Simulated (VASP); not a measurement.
Set up this calculation in VASP 6.6.1, as the native input.

```
Task                   : single point
Functional             : PBE
Potentials or basis    : VASP PAW PBE potentials, release 64 (Ta_pv, N)
Cutoff                 : 520 eV
k mesh                 : 6 × 6 × 6
Occupations            : fermi-dirac, width 0.03 eV
Spin                   : no spin polarisation
Dipole correction      : no
Further INCAR settings : ALGO = Normal; EDIFF = 1e-07; NBANDS = 15
```

The structure of TaN lies in POSCAR:

```
TaN
1.0
    0.0000000000      2.2113230000      2.2113230000
    2.2113230000      0.0000000000      2.2113230000
    2.2113230000      2.2113230000      0.0000000000
Ta N
1 1
Direct
    0.5000000000      0.5000000000      0.5000000000
    0.0000000000      0.0000000000      0.0000000000
```

One way to write it, as run:

INCAR

```
SYSTEM = TaN
PREC = Accurate
ENCUT = 520
EDIFF = 1E-7
ISMEAR = -1
SIGMA = 0.03
LREAL = .False.
LASPH = .True.
NELM = 100
ALGO = Normal
ISIF = 2
LWAVE = .False.
LCHARG = .False.
GGA = PE
NBANDS = 15
```

KPOINTS

```
regular mesh
0
Gamma
  6 6 6
  0 0 0
```

Potentials or basis: VASP PAW PBE potentials, release 64 (Ta_pv, N).

Command:

```sh
$ cat potpaw_PBE.64/Ta_pv/POTCAR potpaw_PBE.64/N/POTCAR > POTCAR
$ mpirun -np 1 vasp_std > vasp.out
```

Results of the run:

```yaml
Pressure: 0.0 GPa
Band_gap_on_the_k_mesh: zero (band 8 reaches 11.20 eV, above the bottom of band 9 at 7.29 eV)
```

Caveat: the k points lie up to 0.41 Å⁻¹ apart; spin-orbit coupling is left out, which moves the levels of the heavy elements.

Run time: 8.5 s on 1 thread of Intel Xeon 6975P-C, with other jobs on the host, peak memory 0.14 GiB.
